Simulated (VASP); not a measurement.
# NiO (F-43m) in VASP: notebook, part 2 of 2

VASP 6.6.1. Earlier steps stand in the parts before.

## Step 5: Single point, PBE0, collinear spin, ferromagnetic start

This run uses another cell than the first one, of 10.97 Å³/atom.

Contents of POSCAR:

```
NiO
1.0
    0.0000000000      2.2217108911      2.2217108911
    2.2217108911      0.0000000000      2.2217108911
    2.2217108911      2.2217108911      0.0000000000
Ni O
1 1
Direct
    0.0000000000      0.0000000000      0.0000000000
    0.7500000000      0.7500000000      0.7500000000
```

Contents of INCAR.step1:

```
  ALGO = Normal
  EDIFF = 1E-5
  ENCUT = 520
  GGA = PE
  ISIF = 2
  ISMEAR = -1
  ISPIN = 2
  LASPH = True
  LCHARG = False
  LMAXMIX = 4
  LORBIT = 11
  LREAL = False
  LWAVE = True
  MAGMOM = 1 0
  NBANDS = 19
  NELM = 150
  PREC = Accurate
  SIGMA = 0.05
```

Contents of INCAR.step2:

```
  AEXX = 0.25
  ALGO = Normal
  EDIFF = 1E-6
  ENCUT = 520
  GGA = PE
  ISIF = 2
  ISMEAR = -1
  ISPIN = 2
  ISTART = 1
  LASPH = True
  LCHARG = False
  LHFCALC = True
  LMAXMIX = 4
  LORBIT = 11
  LREAL = False
  LWAVE = False
  MAGMOM = 1 0
  NBANDS = 19
  NELM = 150
  PREC = Accurate
  PRECFOCK = Normal
  SIGMA = 0.05
```

Contents of KPOINTS:

```
k-points
0
Gamma
  5 5 5
```

Potentials or basis: VASP PAW PBE potentials, release 64 (Ni, O).

The run is started by

```sh
cat potpaw_PBE.64/Ni/POTCAR potpaw_PBE.64/O/POTCAR > POTCAR
cp INCAR.step1 INCAR
mpirun -np 1 vasp_std > vasp.out
cp INCAR.step2 INCAR
mpirun -np 1 vasp_std > vasp.out
```

OUTCAR:

```text
AEXX = 0.25
   EDIFF = 1E-6
   ENCUT = 520
   GGA = PE
   ISIF = 2
   ISMEAR = -1
   ISPIN = 2
   ISTART = 1
   LASPH = True
   LHFCALC = True
   LORBIT = 11
   LREAL = False
   NELM = 150
   PREC = Accurate
   PRECFOCK = Normal

 ion  position               nearest neighbor table
   1  0.000  0.000  0.000-   2 1.92   2 1.92   2 1.92   2 1.92
   2  0.750  0.750  0.750-   1 1.92   1 1.92   1 1.92   1 1.92

  LATTYP: Found a face centered cubic cell.
 ALAT       =     4.4434217822

  Lattice vectors:

 A1 = (   0.0000000000,   2.2217108911,   2.2217108911)
 A2 = (   2.2217108911,   0.0000000000,   2.2217108911)
 A3 = (   2.2217108911,   2.2217108911,   0.0000000000)

Analysis of symmetry for initial positions (statically):
=====================================================================
 Subroutine PRICEL returns:
 Original cell was already a primitive cell.

 Routine SETGRP: Setting up the symmetry group for a
 face centered cubic supercell.

 Subroutine GETGRP returns: Found 24 space group operations
 (whereof 24 operations were pure point group operations)
 out of a pool of 48 trial point group operations.

The static configuration has the point symmetry T_d .

Analysis of symmetry for dynamics (positions and initial velocities):
=====================================================================
 Subroutine PRICEL returns:
 Original cell was already a primitive cell.

 Routine SETGRP: Setting up the symmetry group for a
 face centered cubic supercell.

 Subroutine GETGRP returns: Found 24 space group operations
 (whereof 24 operations were pure point group operations)
 out of a pool of 48 trial point group operations.

The dynamic configuration has the point symmetry T_d .

Analysis of structural, dynamic, and magnetic symmetry:
=====================================================================
 Subroutine PRICEL returns:
 Original cell was already a primitive cell.

 Routine SETGRP: Setting up the symmetry group for a
 face centered cubic supercell.

 Subroutine GETGRP returns: Found 24 space group operations
[... 139 lines left out ...]
  free energy    TOTEN  =       -16.18912259 eV

  energy without entropy =      -16.18275135  energy(sigma->0) =      -16.18593697

 E-fermi :   6.4486     XC(G=0):  -8.9245

 val. band max:        6.4230286253   @ k =  -0.4000   0.4000   0.2000
 cond. band min:       6.9473593934   @ k =  -0.2000   0.2000   0.0000
 fundamental gap:      0.5243307682
 Fermi energy:         6.4486101371

 spin component 1

 k-point     1 :       0.0000    0.0000    0.0000
  band No.  band energies     occupation
      1     -17.3121      1.00000
      2      -2.9214      1.00000
      3      -2.9213      1.00000
      4      -2.9213      1.00000
      5       0.2842      1.00000
      6       0.2843      1.00000
[... 196 lines left out ...]
      5      -0.1754      1.00000
      6       0.0019      1.00000
[... 11 lines left out ...]
     18      36.5041      0.00000
     19      36.8772      0.00000
 Fermi energy:         6.4486101371

 spin component 2

 k-point     1 :       0.0000    0.0000    0.0000
  band No.  band energies     occupation
      1     -16.5291      1.00000
      2      -0.5840      1.00000
      3      -0.5839      1.00000
      4      -0.5839      1.00000
      5       1.5986      1.00000
      6       1.5987      1.00000
[... 197 lines left out ...]
      6       2.4514      1.00000
[... 11 lines left out ...]
     18      36.7143      0.00000
     19      37.0484      0.00000

------------------------ aborting loop because EDIFF is reached ----------------------------------------

  FORCE on cell =-STRESS in cart. coord.  units (eV):
  Direction    XX          YY          ZZ          XY          YZ          ZX
  --------------------------------------------------------------------------------------
  -------------------------------------------------------------------------------------
  Total        0.0638123      0.0638123      0.0638123      0.0000000     -0.0000000      0.0000000
  in kB        4.6614613      4.6614613      4.6614613      0.0000000     -0.0000000      0.0000000
  external PRESSURE =       4.6614613 kB  Pullay stress =       0.0000000 kB

 VOLUME and BASIS-vectors are now :
 -----------------------------------------------------------------------------
  energy-cutoff  :      520.00
  volume of cell :       21.93
      direct lattice vectors                 reciprocal lattice vectors
     0.000000000  2.221710891  2.221710891    -0.225051784  0.225051784  0.225051784
     2.221710891  0.000000000  2.221710891     0.225051784 -0.225051784  0.225051784
     2.221710891  2.221710891  0.000000000     0.225051784  0.225051784 -0.225051784

 POSITION                                       TOTAL-FORCE (eV/Angst)
 -----------------------------------------------------------------------------------
      0.00000      0.00000      0.00000        -0.000000      0.000000     -0.000000
      3.33257      3.33257      3.33257         0.000000     -0.000000      0.000000
 -----------------------------------------------------------------------------------
    total drift:                               -0.000014      0.000007     -0.000016

  FREE ENERGIE OF THE ION-ELECTRON SYSTEM (eV)
  ---------------------------------------------------
  free  energy   TOTEN  =       -16.1891225933 eV

  energy  without entropy=      -16.1827513534  energy(sigma->0) =      -16.18593697

 total charge

# of ion       s       p       d       tot
------------------------------------------
    1        0.390   0.523   8.209   9.121
    2        1.554   3.490   0.000   5.044
--------------------------------------------------
tot          1.944   4.013   8.209  14.166

 magnetization (x)

# of ion       s       p       d       tot
------------------------------------------
    1       -0.008   0.022   1.636   1.650
    2        0.019   0.322   0.000   0.341
--------------------------------------------------
tot          0.011   0.344   1.636   1.991
```

OSZICAR.step1:

```text
N       E                     dE             d eps       ncg     rms          rms(c)
DAV:   1     0.944319760730E+02    0.94432E+02   -0.69215E+03   771   0.994E+02
DAV:   2    -0.801106918204E+01   -0.10244E+03   -0.89292E+02   785   0.237E+02
DAV:   3    -0.142399276168E+02   -0.62289E+01   -0.58681E+01   877   0.606E+01
DAV:   4    -0.143060892187E+02   -0.66162E-01   -0.66067E-01   831   0.597E+00
DAV:   5    -0.143073414191E+02   -0.12522E-02   -0.12521E-02   853   0.851E-01    0.175E+01
DAV:   6    -0.136196685814E+02    0.68767E+00   -0.19237E+01   895   0.712E+01    0.220E+01
DAV:   7    -0.116281090037E+02    0.19916E+01   -0.92121E+00   892   0.587E+01    0.695E+00
DAV:   8    -0.115962254236E+02    0.31884E-01   -0.29583E-01   937   0.616E+00    0.368E+00
DAV:   9    -0.115927307165E+02    0.34947E-02   -0.45134E-02  1057   0.281E+00    0.894E-01
DAV:  10    -0.115920590783E+02    0.67164E-03   -0.42478E-03   896   0.855E-01    0.233E-01
DAV:  11    -0.115919257353E+02    0.13334E-03   -0.15548E-03   987   0.570E-01    0.514E-02
DAV:  12    -0.115919505190E+02   -0.24784E-04   -0.13194E-04   809   0.111E-01    0.458E-02
DAV:  13    -0.115919653335E+02   -0.14814E-04   -0.24308E-05   827   0.655E-02    0.170E-02
DAV:  14    -0.115919621588E+02    0.31747E-05   -0.44198E-06   558   0.321E-02
   1 F= -.11591962E+02 E0= -.11584314E+02  d E =-.152971E-01  mag=     1.7988
```

It took 27 min on 1 thread of Oxide Virtual Turin-like, shared host; peak memory 0.13 GiB.

Results:

```
Free energy                                           : -16.1891 eV
Pressure                                              : 0.5 GPa
Band gap on the k mesh                                : zero (filled and empty bands overlap)
Net moment                                            : 2.00 μB per cell
Site moments                                          : Ni +1.65; O +0.34 μB
Valence electrons inside the program's atomic spheres : Ni 9.12; O 5.04
```

Levels at points of the mesh, in eV from the Fermi level:
Spin up:
```csv
k point,band 7,band 8,band 9,band 10,band 11,band 12
"(0.00, 0.00, 0.00)",-2.66,-2.66,-2.66,0.84,15.19,15.19
```
Spin down:
| k point | band 5 | band 6 | band 7 | band 8 | band 9 | band 10 |
| --- | --- | --- | --- | --- | --- | --- |
| (0.00, 0.00, 0.00) | -4.85 | -4.85 | 0.93 | 2.83 | 2.83 | 2.83 |

Caveat: the k points lie up to 0.49 Å⁻¹ apart, too coarse for converged energies and pressures of a metal; the PAW data sets were made with another functional, which shifts forces and pressure a little; a cell with one magnetic atom can't hold antiferromagnetic order, which such compounds often take.

## Step 6: Summary

| level | cell | share of exact exchange | screening parameter | gap on the mesh (eV) | pressure (GPa) | moment (μB) |
| --- | --- | --- | --- | --- | --- | --- |
| HF | a = 3.154 Å, angles 60.0°, 2 atoms | 1 | - | 4.85 | -0.5 | 2.00 |
| PBEsol-based screened hybrid with 25 % exact exchange | a = 3.169 Å, angles 60.0°, 2 atoms | 0.25 | 0.207 1/Å | none | -8.8 | 2.00 |
| PBEsol-based global hybrid with 25 % exact exchange | a = 3.108 Å, angles 60.0°, 2 atoms | 0.25 | - | none | 0.4 | 2.00 |
| PBE0 | a = 3.142 Å, angles 60.0°, 2 atoms | 0.25 | - | none | 0.5 | 2.00 |

Alike in all rows: task single point; potentials or basis VASP PAW PBE potentials, release 64 (Ni, O); spin collinear, ferromagnetic start; k mesh 5 × 5 × 5; cutoff (eV) 520; smearing fermi-dirac 0.05 eV.

Caveats: all runs use coarse meshes; the PAW data sets were made with another functional, which shifts forces and pressure a little; a cell with one magnetic atom can't hold antiferromagnetic order, which such compounds often take; an odd mesh through Γ misses points on the zone boundary, where band edges can lie (at least some runs).

Absolute energies hang on the potentials; compare differences alone.

The gap in the log of VASP goes by the Fermi energy; the results here count the filled bands.